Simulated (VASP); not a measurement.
Here is a VASP 6.6.1 calculation.

The input POSCAR:

```
BN
1.0
    2.4982400000      0.0000000000      0.0000000000
   -1.2491200000      2.1635393048      0.0000000000
    0.0000000000      0.0000000000      6.6357000000
N B
2 2
Direct
    0.6666666667      0.3333333333      0.2500000000
    0.3333333333      0.6666666667      0.7500000000
    0.6666666667      0.3333333333      0.7500000000
    0.3333333333      0.6666666667      0.2500000000
```

INCAR.step1

```
SYSTEM = BN
ALGO = Normal ; EDIFF = 1E-5
ENCUT = 520 ; GGA = PE
ISIF = 2 ; ISMEAR = -1
LASPH = .True. ; LREAL = .False.
LWAVE = .True. ; NBANDS = 16
NELM = 80 ; PREC = Accurate
SIGMA = 0.05
```

INCAR.step2

```
SYSTEM = BN
ALGO = Normal ; EDIFF = 1E-6
ENCUT = 520 ; GGA = PE
HFSCREEN = 0.2079 ; ISIF = 2
ISMEAR = -1 ; ISTART = 1
LASPH = .True. ; LCHARG = .True.
LELF = .True. ; LHFCALC = .True.
LREAL = .False. ; LVHAR = .True.
LWAVE = .False. ; NBANDS = 16
NELM = 80 ; PREC = Accurate
PRECFOCK = Normal ; SIGMA = 0.05
```

Contents of KPOINTS:

```
k-points
0
Gamma
  7 7 3
  0 0 0
```

Potentials or basis: VASP PAW PBE potentials, release 64 (N, B).

Command:

```console
$ cat potpaw_PBE.64/N/POTCAR potpaw_PBE.64/B/POTCAR > POTCAR
$ cp INCAR.step1 INCAR
$ mpirun -np 1 vasp_std > vasp.out
$ cp INCAR.step2 INCAR
$ mpirun -np 1 vasp_std > vasp.out
```

Estimate the pressure.

0.3 GPa.

Predict the band gap on the k mesh.

5.84 eV (least direct gap 6.07 eV).

Stress tensor (GPa, compression positive):
```
-0.74  0.00  0.00
 0.00 -0.74  0.00
 0.00  0.00  2.26
```

Caveat: the PAW data sets were made with another functional, which shifts forces and pressure a little; this functional lacks dispersion, which binds layers or chains, so the pressure and a relaxed spacing across them are unreliable. A k mesh can miss the band edges.
